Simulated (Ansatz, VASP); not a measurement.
**KLiF2: VASP beside Ansatz**

POSCAR

```
KLiF2
1.0
    1.6223039177      0.9366376036      5.6488965352
   -1.6223039177      0.9366376036      5.6488965352
    0.0000000000     -1.8732752072      5.6488965352
Li K F
1 1 2
Direct
    1.0000000000      0.0000000000      0.0000000000
    0.5000000000      0.5000000000      0.5000000000
    0.2689466835      0.2689466835      0.2689466835
    0.7310533165      0.7310533165      0.7310533165
```

Contents of INCAR.step1:

```
SYSTEM = KLiF2
PREC = Accurate
ENCUT = 520
ISMEAR = 0
SIGMA = 0.01
LREAL = .FALSE.
LASPH = .TRUE.
NELM = 60
NBANDS = 21
GGA = PE
ALGO = Normal
EDIFF = 1E-4
LWAVE = .TRUE.
LCHARG = .FALSE.
```

File INCAR.step2:

```
SYSTEM = KLiF2
PREC = Accurate
ENCUT = 520
EDIFF = 1E-6
ISMEAR = 0
SIGMA = 0.01
LREAL = .FALSE.
LASPH = .TRUE.
NELM = 60
ALGO = Normal
ISIF = 2
LWAVE = .FALSE.
LCHARG = .FALSE.
METAGGA = R2SCAN
LMIXTAU = .TRUE.
NBANDS = 21
ISTART = 1
```

KPOINTS

```
Automatic mesh
0
G
  10 10 10
  0 0 0
```

Input for Ansatz:

```yaml
crystal:
  lattice:
    - [1.6223039177, 0.9366376036, 5.6488965352]
    - [-1.6223039177, 0.9366376036, 5.6488965352]
    - [0.0, -1.8732752072, 5.6488965352]
  atoms:
    - { symbol: Li, position: [1.0, 0.0, 0.0] }
    - { symbol: K, position: [0.5, 0.5, 0.5] }
    - { symbol: F, position: [0.2689466835, 0.2689466835, 0.2689466835] }
    - { symbol: F, position: [0.7310533165, 0.7310533165, 0.7310533165] }
kpoints:
  mp_grid: { grid: [10, 10, 10] }
  band_path:
    path:
      - [0.0, 0.0, 0.0]
      - [0.5, 0.5, 0.5]
      - [0.815004928, 0.184995072, 0.5]
      - [0.5, -0.184995072, 0.184995072]
      - [0.5, 0.0, 0.0]
      - [0.342497536, -0.342497536, 0.0]
      - [0.657502464, 0.0, 0.342497536]
      - [0.5, 0.0, 0.5]
    npoints: 1
hamiltonian:
  xc: r2scan
scf:
  occupations: { method: fixed }
  n_extra_bands: 5
output:
  forces: true
  stress: true
  eigenvalues: true
```

Alike in both runs: task single point; functional r2SCAN; k mesh 10 × 10 × 10; no spin polarisation.

|  | VASP | Ansatz |
| --- | --- | --- |
| version | VASP 6.6.1 | Ansatz 0.2.0 |
| potentials or method | VASP PAW PBE potentials, release 64 (Li_sv, K_sv, F) | plane waves, PAW |
| plane-wave cutoff (eV) | 520 | 500 |
| occupations | gaussian, width 0.01 eV | fixed |
| valence electrons in the cell | 26 | 26 |

VASP gave:

| Item | Value |
| --- | --- |
| gap on the k mesh at the Fermi level (eV) | 7.47 |
| rms of the force components (eV/Å) | 0.021 |

Problem. Which values does Ansatz return?

Solution. gap on the k mesh at the Fermi level (eV): 7.45; rms of the force components (eV/Å): 0.001.

VASP's potentials were made for PBE, not for r2SCAN. Atom by atom the forces differ by 0.021 eV/Å (rms over components).

Noted on VASP's run: the cutoff is short for stress, so the pressure is rough.
